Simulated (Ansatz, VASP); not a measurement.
## Pt: VASP beside Ansatz

The input POSCAR:

```
Pt
1.0
   -1.5842200000      1.5842200000      1.5842200000
    1.5842200000     -1.5842200000      1.5842200000
    1.5842200000      1.5842200000     -1.5842200000
Pt
1
Direct
    0.0000000000      0.0000000000      0.0000000000
```

Contents of INCAR.step1:

```
SYSTEM = Pt
  ALGO = Normal
  EDIFF = 1E-5
  ENCUT = 550
  GGA = PE
  GGA_COMPAT = .FALSE.
  ISMEAR = 1
  LASPH = .TRUE.
  LCHARG = .FALSE.
  LREAL = .FALSE.
  LWAVE = .TRUE.
  NBANDS = 11
  NELM = 120
  PREC = Accurate
  SIGMA = 0.3
```

The input INCAR.step2:

```
SYSTEM = Pt
  ALGO = Normal
  EDIFF = 1E-6
  ENCUT = 550
  GGA_COMPAT = .FALSE.
  ISIF = 2
  ISMEAR = 1
  ISTART = 1
  LASPH = .TRUE.
  LCHARG = .TRUE.
  LELF = .TRUE.
  LMIXTAU = .TRUE.
  LREAL = .FALSE.
  LVHAR = .TRUE.
  LWAVE = .FALSE.
  METAGGA = R2SCAN
  NBANDS = 11
  NELM = 120
  PREC = Accurate
  SIGMA = 0.3
```

The input KPOINTS:

```
k-points
0
G
  13 13 13
  0 0 0
```

Input for Ansatz:

```yaml
crystal:
  lattice:
    - [-1.58422, 1.58422, 1.58422]
    - [1.58422, -1.58422, 1.58422]
    - [1.58422, 1.58422, -1.58422]
  atoms:
    - { symbol: Pt, position: [0.0, 0.0, 0.0] }
kpoints:
  mp_grid:
    grid: [13, 13, 13]
hamiltonian:
  xc: r2scan
  pseudopotentials:
    kind: paw
scf:
  occupations:
    method: cold
    width: 0.3
output:
  stress: true
```

Alike in both runs: task single point; functional r2SCAN; k mesh 13 × 13 × 13; no spin polarisation.

|  | VASP | Ansatz |
| --- | --- | --- |
| version | VASP 6.6.1 | Ansatz 0.2.0 |
| potentials or method | VASP PAW PBE potentials, release 64 (Pt) | plane waves, PAW |
| plane-wave cutoff (eV) | 550 | 500 |
| occupations | methfessel-paxton of order 1, width 0.3 eV | cold, width 0.3 eV |
| valence electrons in the cell | 10 | 18 |

|  | VASP | Ansatz | Ansatz less VASP |
| --- | --- | --- | --- |
| pressure (GPa) | -5.9 | -6.5 | -0.62 |

VASP's potentials were made for PBE, not for r2SCAN. VASP's potentials hold 10 valence electrons a cell and Ansatz's 18, so a difference there can come from the potentials and not from the codes.

Spin-orbit coupling is off throughout.
